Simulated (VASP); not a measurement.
Mg: single point with PBEsol

The system is Mg.

```
Mg
1.0
     2.20908    0.00000    0.00000
     0.00000    2.20908    0.00000
     0.00000    0.00000    2.20908
Mg
1
Direct
  0.00000 0.00000 0.00000
```

This cell differs from its parent crystal: volume scaled by 0.4.

```json
{
 "Program": "VASP 6.6.1",
 "Task": "single point",
 "Functional": "PBEsol",
 "Potentials or basis": "VASP PAW PBE potentials, release 64 (Mg)",
 "Cutoff": "520 eV",
 "k mesh": "13 × 13 × 13",
 "Occupations": "fermi-dirac, width 0.1 eV",
 "Spin": "no spin polarisation",
 "Dipole correction": "no",
 "Further INCAR settings": "ALGO = Normal; EDIFF = 1e-06; NBANDS = 7"
}
```

- Pressure: 120.0 GPa
- Band gap on the k mesh: zero (band 1 reaches 13.83 eV, above the bottom of band 2 at 6.35 eV)

Levels at points of the mesh, in eV from the Fermi level:
```
           k point  band 1  band 2  band 3  band 4  band 5
(0.00, 0.00, 0.00)  -11.08   11.40   11.40   18.28   18.28
```

Wall time 3.1 s on 1 thread of Intel(R) Xeon(R) Platinum 8488C (Sapphire Rapids), with other jobs on the host, peak memory 0.11 GiB.

Caveat: the PAW data sets were made with another functional, which shifts forces and pressure a little.
